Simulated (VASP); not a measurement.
# LaSc (Pm-3m) in VASP: notebook

The runs below take LaSc through single point, vibrations by perturbation theory, with PBEsol, PBE.

Everything below comes from runs of VASP 6.6.1. Logs are shortened: lines on timing, memory, paths and dates and some standing lists are left out, and cuts for length are marked.

## Step 1: The cell of the first run

Symmetry: Pm-3m, No. 221, cubic system. Conventional cell: a = 3.948 Å, b = 3.948 Å, c = 3.948 Å, α = 90.00°, β = 90.00°, γ = 90.00°. La (site symmetry m-3m) has 8 Sc at 3.42 Å and 6 La at 3.95 Å within 4.5 Å. Sc (site symmetry m-3m) has 8 La at 3.42 Å and 6 Sc at 3.95 Å within 4.5 Å.

## Step 2: Single point, PBEsol

The input, POSCAR:

```
LaSc
1.0
    3.9480417122      0.0000000000      0.0000000000
    0.0000000000      3.9480417122      0.0000000000
    0.0000000000      0.0000000000      3.9480417122
La Sc
1 1
Direct
    0.0000000000      0.0000000000      0.0000000000
    0.5000000000      0.5000000000      0.5000000000
```

The input, INCAR.step1:

```
SYSTEM = LaSc
ALGO = Normal ; EDIFF = 1E-7
ENCUT = 520 ; GGA = PS
ISIF = 2 ; ISMEAR = 0
LASPH = .TRUE. ; LCHARG = .TRUE.
LMAXMIX = 6 ; LREAL = .FALSE.
LWAVE = .FALSE. ; NBANDS = 18
NELM = 80 ; PREC = Accurate
SIGMA = 0.1
```

The input, KPOINTS.step1:

```
k-points
0
G
  14 14 14
  0 0 0
```

The input, INCAR.step2:

```
SYSTEM = LaSc
ALGO = Normal ; EDIFF = 1E-7
ENCUT = 520 ; GGA = PS
ICHARG = 11 ; ISIF = 2
ISMEAR = -5 ; LASPH = .TRUE.
LCHARG = .FALSE. ; LMAXMIX = 6
LORBIT = 11 ; LREAL = .FALSE.
LWAVE = .FALSE. ; NEDOS = 2001
NELM = 80 ; PREC = Accurate
SIGMA = 0.1
```

The input, KPOINTS.step2:

```
k-points
0
G
  21 21 21
  0 0 0
```

Potentials or basis: VASP PAW PBE potentials, release 64 (La, Sc_sv).

Command:

```console
> cat potpaw_PBE.64/La/POTCAR potpaw_PBE.64/Sc_sv/POTCAR > POTCAR
> cp INCAR.step1 INCAR
> cp KPOINTS.step1 KPOINTS
> mpirun -np 1 vasp_std > vasp.out
> cp INCAR.step2 INCAR
> cp KPOINTS.step2 KPOINTS
> mpirun -np 1 vasp_std > vasp.out
```

OUTCAR:

```text
SYSTEM = LaSc
   EDIFF = 1E-7
   ENCUT = 520
   GGA = PS
   ICHARG = 11
   ISIF = 2
   ISMEAR = -5
   LASPH = .TRUE.
   LORBIT = 11
   LREAL = .FALSE.
   NELM = 80
   PREC = Accurate

 ion  position               nearest neighbor table
   1  0.000  0.000  0.000-   2 3.42   2 3.42   2 3.42   2 3.42   2 3.42   2 3.42   2 3.42   2 3.42

   2  0.500  0.500  0.500-   1 3.42   1 3.42   1 3.42   1 3.42   1 3.42   1 3.42   1 3.42   1 3.42

  LATTYP: Found a simple cubic cell.
 ALAT       =     3.9480417122

  Lattice vectors:

 A1 = (   3.9480417122,   0.0000000000,   0.0000000000)
 A2 = (   0.0000000000,   3.9480417122,   0.0000000000)
 A3 = (   0.0000000000,   0.0000000000,   3.9480417122)

Analysis of symmetry for initial positions (statically):
=====================================================================
 Subroutine PRICEL returns:
 Original cell was already a primitive cell.

 Routine SETGRP: Setting up the symmetry group for a
 simple cubic supercell.

 Subroutine GETGRP returns: Found 48 space group operations
 (whereof 48 operations were pure point group operations)
 out of a pool of 48 trial point group operations.

The static configuration has the point symmetry O_h .

Analysis of symmetry for dynamics (positions and initial velocities):
=====================================================================
 Subroutine PRICEL returns:
 Original cell was already a primitive cell.

 Routine SETGRP: Setting up the symmetry group for a
 simple cubic supercell.

 Subroutine GETGRP returns: Found 48 space group operations
 (whereof 48 operations were pure point group operations)
 out of a pool of 48 trial point group operations.

The dynamic configuration has the point symmetry O_h .

 Subroutine INISYM returns: Found 48 space group operations
 (whereof 48 operations are pure point group operations),
 and found     1 'primitive' translations

----------------------------------------------------------------------------------------

                                     Primitive cell

  volume of cell :      61.5383

  direct lattice vectors                    reciprocal lattice vectors
     3.948041712  0.000000000  0.000000000     0.253290130  0.000000000  0.000000000
     0.000000000  3.948041712  0.000000000     0.000000000  0.253290130  0.000000000
     0.000000000  0.000000000  3.948041712     0.000000000  0.000000000  0.253290130

  length of vectors
     3.948041712  3.948041712  3.948041712     0.253290130  0.253290130  0.253290130

  position of ions in fractional coordinates (direct lattice)
     0.000000000  0.000000000  0.000000000
     0.500000000  0.500000000  0.500000000

  ion indices of the primitive-cell ions
   primitive index   ion index
                 1           1
                 2           2

----------------------------------------------------------------------------------------

 KPOINTS: k-points

Automatic generation of k-mesh.
 Grid dimensions read from file:
 generate k-points for:   21   21   21

 Generating k-lattice:

  Cartesian coordinates                     Fractional coordinates (reciprocal lattice)
     0.012061435  0.000000000  0.000000000     0.047619048  0.000000000  0.000000000
     0.000000000  0.012061435  0.000000000     0.000000000  0.047619048  0.000000000
     0.000000000  0.000000000  0.012061435     0.000000000  0.000000000  0.047619048

  Length of vectors
     0.012061435  0.012061435  0.012061435

  Shift w.r.t. Gamma in fractional coordinates (k-lattice)
     0.000000000  0.000000000  0.000000000

 TETIRR: Found   4601 inequivalent tetrahedra from    55566

 Subroutine IBZKPT returns following result:
 ===========================================

 Found    286 irreducible k-points:

 Following reciprocal coordinates:
            Coordinates               Weight
  0.000000  0.000000  0.000000      1.000000
  0.047619  0.000000  0.000000      6.000000
  0.095238  0.000000  0.000000      6.000000
  0.142857  0.000000  0.000000      6.000000
  0.190476  0.000000  0.000000      6.000000
  0.238095  0.000000  0.000000      6.000000
[... 16 lines left out ...]
  0.142857  0.095238  0.000000     24.000000
  0.190476  0.095238  0.000000     24.000000
 [... further k-points ...]
   k-points           NKPTS =    286   k-points in BZ     NKDIM =    286   number of bands    NBANDS=     15
   number of dos      NEDOS =   2001   number of ions     NIONS =      2
   total plane-waves  NPLWV =  27000
   dimension x,y,z NGX =    30 NGY =   30 NGZ =   30
   dimension x,y,z NGXF=    60 NGYF=   60 NGZF=   60
   ions per type =               1   1
   NGX,Y,Z   is equivalent  to a cutoff of  12.63, 12.63, 12.63 a.u.
   NGXF,Y,Z  is equivalent  to a cutoff of  25.27, 25.27, 25.27 a.u.
 SYSTEM =  LaSc
   PREC   = accura    normal or accurate (medium, high low for compatibility)
   ISTART =      0    job   : 0-new  1-cont  2-samecut
   ICHARG =     11    charge: 1-file 2-atom 10-const
   ISPIN  =      1    spin polarized calculation?
   LNONCOLLINEAR =      F non collinear calculations
   LSORBIT =      F    spin-orbit coupling
   LASPH  =      T    aspherical Exc in radial PAW
   ENCUT  =  520.0 eV  38.22 Ry    6.18 a.u.   7.34  7.34  7.34*2*pi/ulx,y,z
   NELM   =     80;   NELMIN=  2; NELMDL=  0     # of ELM steps
   EDIFF  = 0.1E-06   stopping-criterion for ELM
   LREAL  =      F    real-space projection
   EDIFFG = 0.1E-05   stopping-criterion for IOM
   NSW    =      0    number of steps for IOM
   IBRION =     -1    ionic relax: 0-MD 1-quasi-New 2-CG
   NFREE  =      0    steps in history (QN), initial steepest desc. (CG)
   ISIF   =      2    stress and relaxation
   ISYM   =      2    0-nonsym 1-usesym 2-fastsym
   POTIM  = 0.5000    time-step for ionic-motion
   TEBEG  =    0.0;   TEEND  =   0.0 temperature during run
   PSTRESS=    0.0 pullay stress
   NELECT =      22.0000    total number of electrons
   NUPDOWN=      -1.0000    fix difference up-down
   EMIN   =  10.00;   EMAX   =-10.00  energy-range for DOS
   EFERMI =   0.00;   METHOD = LEGACY
   ISMEAR =    -5;   SIGMA  =   0.10  broadening in eV -4-tet -1-fermi 0-gaus
   EFERMI_NEDOS =   21; number of points for ismear=-14 and -15
   IALGO  =     38    algorithm
   IMIX   =      4    mixing-type and parameters
     AMIX     =   0.40;   BMIX     =  1.00
     AMIX_MAG =   1.60;   BMIX_MAG =  1.00
  volume/ion in A,a.u.               =      30.77       207.64
  Fermi-wavevector in a.u.,A,eV,Ry     =   1.161896  2.195665 18.367902  1.350003
  Thomas-Fermi vector in A             =   2.298463
   LORBIT       =     11    0 simple, 1 ext, 2 COOP (PROOUT), +10 PAW based schemes
   GGA     = PS    functional components
   LHFCALC =     F    Hartree Fock is set to
   AEXX    =    0.0000 exact exchange contribution
   IVDW    =     0    specifies the selected vdW correction
   LEPSILON=     F    determine dielectric tensor
   LRPA    =     F    only Hartree local field effects (RPA)
 non-spin polarized calculation
 Fermi weights with tetrahedron method with Bloechl corrections
  energy-cutoff  :      520.00
  volume of cell :       61.54
 maximum number of plane-waves:      1687
 NGX is ok and might be reduce to    30

 number of electron      22.0000001 magnetization

 Free energy of the ion-electron system (eV)
  ---------------------------------------------------
  ext. energy  EPLUGINS =         0.00000000
  ---------------------------------------------------
  free energy    TOTEN  =       -11.79865557 eV

  energy without entropy =      -11.79865557  energy(sigma->0) =      -11.79865557

 E-fermi :   6.0778     XC(G=0):  -9.8305

 val. band max:        6.0892289332   @ k =   0.4762   0.3333   0.2857
 cond. band min:       6.0700738586   @ k =   0.3810   0.3810   0.1429
 fundamental gap:     -0.0191550746
 Fermi energy:         6.0778069471

 k-point     1 :       0.0000    0.0000    0.0000
  band No.  band energies     occupation
      1     -43.5357      2.00000
      2     -26.3397      2.00000
      3     -22.2381      2.00000
      4     -22.2381      2.00000
      5     -22.2381      2.00000
      6      -9.8255      2.00000
      7      -9.8255      2.00000
      8      -9.8255      2.00000
      9       2.0020      2.00000
     10       4.5438      2.00000
     11       4.5438      2.00000
     12       7.4151      0.00000
     13       7.4151      0.00000
     14       7.4151      0.00000
     15       8.3234      0.00000

 k-point     2 :       0.0476    0.0000    0.0000
  band No.  band energies     occupation
      1     -43.5357      2.00000
      2     -26.3391      2.00000
      3     -22.2386      2.00000
      4     -22.2381      2.00000
      5     -22.2381      2.00000
      6      -9.8387      2.00000
      7      -9.8247      2.00000
      8      -9.8247      2.00000
      9       2.0374      2.00000
     10       4.5602      2.00000
     11       4.5717      2.00000
     12       7.4028      0.00000
     13       7.4028      0.00000
     14       7.4180      0.00000
     15       8.3128      0.00000

 k-point     3 :       0.0952    0.0000    0.0000
  band No.  band energies     occupation
      1     -43.5356      2.00000
      2     -26.3370      2.00000
      3     -22.2399      2.00000
      4     -22.2378      2.00000
      5     -22.2378      2.00000
      6      -9.8769      2.00000
      7      -9.8225      2.00000
      8      -9.8225      2.00000
      9       2.1417      2.00000
     10       4.6094      2.00000
     11       4.6526      2.00000
     12       7.3696      0.00000
     13       7.3696      0.00000
     14       7.4265      0.00000
     15       8.2647      0.00000
[... 343 lines left out ...]
 k-point    23 :       0.1429    0.0952    0.0000
  band No.  band energies     occupation
      1     -43.5352      2.00000
      2     -26.3310      2.00000
      3     -22.2424      2.00000
      4     -22.2386      2.00000
      5     -22.2371      2.00000
      6      -9.9329      2.00000
      7      -9.8678      2.00000
      8      -9.8157      2.00000
      9       2.4407      2.00000
     10       4.7711      2.00000
     11       4.8628      2.00000
     12       7.1818      0.00000
     13       7.2459      0.00000
     14       7.5325      0.00000
     15       8.1108      0.00000

 k-point    24 :       0.1905    0.0952    0.0000
  band No.  band energies     occupation
      1     -43.5350      2.00000
      2     -26.3268      2.00000
      3     -22.2449      2.00000
      4     -22.2385      2.00000
      5     -22.2366      2.00000
      6     -10.0055      2.00000
      7      -9.8628      2.00000
      8      -9.8110      2.00000
      9       2.6569      2.00000
     10       4.8762      2.00000
     11       5.0169      2.00000
     12       7.1178      0.00000
     13       7.1772      0.00000
     14       7.5444      0.00000
     15       7.9991      0.00000

 [... further k-points ...]
[... 5 lines left out ...]
  --------------------------------------------------------------------------------------
  -------------------------------------------------------------------------------------
  Total       -0.8695769     -0.8695769     -0.8695769     -0.0000000      0.0000000      0.0000000
  in kB      -22.6398414    -22.6398414    -22.6398414     -0.0000000      0.0000000      0.0000000
  external PRESSURE =     -22.6398414 kB  Pullay stress =       0.0000000 kB

 VOLUME and BASIS-vectors are now :
 -----------------------------------------------------------------------------
  energy-cutoff  :      520.00
  volume of cell :       61.54
      direct lattice vectors                 reciprocal lattice vectors
     3.948041712  0.000000000  0.000000000     0.253290130  0.000000000  0.000000000
     0.000000000  3.948041712  0.000000000     0.000000000  0.253290130  0.000000000
     0.000000000  0.000000000  3.948041712     0.000000000  0.000000000  0.253290130

 POSITION                                       TOTAL-FORCE (eV/Angst)
 -----------------------------------------------------------------------------------
      0.00000      0.00000      0.00000         0.000000      0.000000      0.000000
      1.97402      1.97402      1.97402         0.000000      0.000000      0.000000
 -----------------------------------------------------------------------------------
    total drift:                                0.000000      0.000000      0.000000

  FREE ENERGIE OF THE ION-ELECTRON SYSTEM (eV)
  ---------------------------------------------------
  free  energy   TOTEN  =       -11.7986555705 eV

  energy  without entropy=      -11.7986555705  energy(sigma->0) =      -11.79865557

 total charge

# of ion       s       p       d       f       tot
--------------------------------------------------
    1        2.097   5.537   0.891   0.092   8.618
    2        2.284   6.086   0.961   0.000   9.331
--------------------------------------------------
tot          4.381  11.623   1.853   0.092  17.949
```

Wall time 4.4 min (1 thread of Intel Xeon 6975P-C (Granite Rapids), shared host); peak memory 0.45 GiB.

Results:

```
Valence electrons inside the program's atomic spheres : La 8.62; Sc 9.33
```

Levels at points of the mesh, in eV from the Fermi level:
```
           k point  band 9  band 10  band 11  band 12  band 13  band 14
(0.00, 0.00, 0.00)   -4.08    -1.53    -1.53     1.34     1.34     1.34
```

Caveat: the PAW data sets were made with another functional, which shifts forces and pressure a little; spin-orbit coupling is left out, which moves the levels of the heavy elements.

(Part 1 of 2 ends here.)
